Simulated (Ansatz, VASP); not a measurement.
**Al3GaN4: VASP beside Ansatz**

File INCAR:

```
SYSTEM = Al3GaN4
PREC = Accurate
ENCUT = 520
EDIFF = 1E-6
ISMEAR = 0
SIGMA = 0.05
LREAL = .False.
LASPH = .True.
NELM = 100
ALGO = Normal
ISIF = 2
LWAVE = .False.
LCHARG = .True.
GGA = PS
LELF = .True.
LVHAR = .True.
NBANDS = 31
```

File KPOINTS:

```
Automatic mesh
0
Gamma
  6 6 6
  0 0 0
```

POSCAR

```
Al3GaN4
1.0
    4.4196728433      0.0000000000      0.0000000000
    0.0000000000      4.4196728433      0.0000000000
    0.0000000000      0.0000000000      3.9145042373
Al Ga N
3 1 4
Direct
    0.5000000000      0.5000000000      0.0000000000
    0.5000000000      0.0000000000      0.5000000000
    0.0000000000      0.5000000000      0.5000000000
    0.0000000000      0.0000000000      0.0000000000
    0.7447140287      0.7447140287      0.2552859713
    0.7447140287      0.2552859713      0.7447140287
    0.2552859713      0.7447140287      0.7447140287
    0.2552859713      0.2552859713      0.2552859713
```

Input for Ansatz:

```yaml
crystal:
  lattice:
    - [4.4196728433, 0.0, 0.0]
    - [0.0, 4.4196728433, 0.0]
    - [0.0, 0.0, 3.9145042373]
  atoms:
    - { symbol: Al, position: [0.5, 0.5, 0.0] }
    - { symbol: Al, position: [0.5, 0.0, 0.5] }
    - { symbol: Al, position: [0.0, 0.5, 0.5] }
    - { symbol: Ga, position: [0.0, 0.0, 0.0] }
    - { symbol: "N", position: [0.7447140287, 0.7447140287, 0.2552859713] }
    - { symbol: "N", position: [0.7447140287, 0.2552859713, 0.7447140287] }
    - { symbol: "N", position: [0.2552859713, 0.7447140287, 0.7447140287] }
    - { symbol: "N", position: [0.2552859713, 0.2552859713, 0.2552859713] }
basis:
  ecutwfc: 520.0
kpoints:
  mp_grid: { grid: [6, 6, 6] }
hamiltonian:
  xc: pbesol
scf:
  occupations: { method: gaussian, width: 0.05 }
output:
  forces: true
  stress: true
  eigenvalues: true
```

Alike in both runs: task single point; functional PBEsol; k mesh 6 × 6 × 6; occupations gaussian, width 0.05 eV; no spin polarisation.

|  | VASP | Ansatz |
| --- | --- | --- |
| version | VASP 6.6.1 | Ansatz 0.2.0 |
| potentials or method | VASP PAW PBE potentials, release 64 (Al, Ga_d, N), cutoff 520 eV | scalar-relativistic, plane waves, PAW |
| valence electrons in the cell | 42 | 42 |

Ansatz gave:

```
gap on the k mesh at the Fermi level (eV)                     : 2.79
least direct gap on the mesh (eV)                             : 2.79
pressure (GPa)                                                : 26.2
traceless stress, the component that is largest in VASP (GPa) : 5.21
rms of the force components (eV/Å)                            : 0.071
```

**Question.** What did VASP give for the same quantities?

**Answer.** gap on the k mesh at the Fermi level (eV): 2.78; least direct gap on the mesh (eV): 2.78; pressure (GPa): 26.3; traceless stress, the component that is largest in VASP (GPa): 5.23; rms of the force components (eV/Å): 0.072.

VASP's potentials were made for PBE, not for PBEsol. Atom by atom the forces differ by 0.010 eV/Å (rms over components). With one functional, cell and mesh, what is left measures potentials, basis and numerics.
